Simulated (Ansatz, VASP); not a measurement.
One calculation of Hf6TaAlO16, two programs

```
O Al Hf Ta
1.0
    -5.08950    5.08950   -0.00172
    -5.08950   -0.00173    5.08941
     0.00161    5.08938    5.08929
O Al Hf Ta
16 1 6 1
Cartesian
  -8.7267 6.5358 6.5370
  -6.6119 3.5610 6.6174
  -6.6119 6.6162 3.5625
  -8.7268 8.7310 8.7324
  -3.5584 3.5627 3.5642
  -6.5315 6.5357 8.7323
  -6.5314 8.7310 6.5368
  -3.5567 6.6162 6.6174
  -6.1548 4.0197 4.0209
  -3.9934 1.0922 3.9990
  -3.9935 3.9978 1.0939
  -6.1537 6.1580 6.1594
  -1.0878 1.0920 1.0938
  -4.0155 4.0198 6.1605
  -4.0155 6.1590 4.0211
  -1.0879 3.9977 3.9990
  -5.0847 5.0886 5.0901
  -7.6304 2.5433 5.0865
  -7.6304 5.0853 2.5447
  -10.1706 7.6329 7.6343
  -5.0899 2.5445 2.5459
  -7.6298 5.0923 7.6354
  -7.6298 7.6340 5.0938
  -10.1743 5.0876 5.0890
```

Alike in both runs: task single point; functional PBE; k mesh 4 × 4 × 4; occupations gaussian, width 0.02 eV; no spin polarisation.

|  | VASP | Ansatz |
| --- | --- | --- |
| version | VASP 6.6.1 | Ansatz 0.2.0 |
| potentials or method | VASP PAW PBE potentials, release 64 (O, Al, Hf_pv, Ta_pv), cutoff 520 eV | scalar-relativistic, plane waves, PAW |
| valence electrons in the cell | 170 | 268 |

Ansatz gave:

```
gap on the k mesh at the Fermi level (eV) : 3.59
least direct gap on the mesh (eV)         : 3.63
pressure (GPa)                            : -0.2
rms of the force components (eV/Å)        : 0.002
```

Q: What did VASP give for the same quantities?

A: gap on the k mesh at the Fermi level (eV): 3.55; least direct gap on the mesh (eV): 3.59; pressure (GPa): -2.6; rms of the force components (eV/Å): 0.071.

Atom by atom the forces differ by 0.071 eV/Å (rms over components). VASP's potentials hold 170 valence electrons a cell and Ansatz's 268, so a difference there can come from the potentials and not from the codes.

Spin-orbit coupling is off throughout.
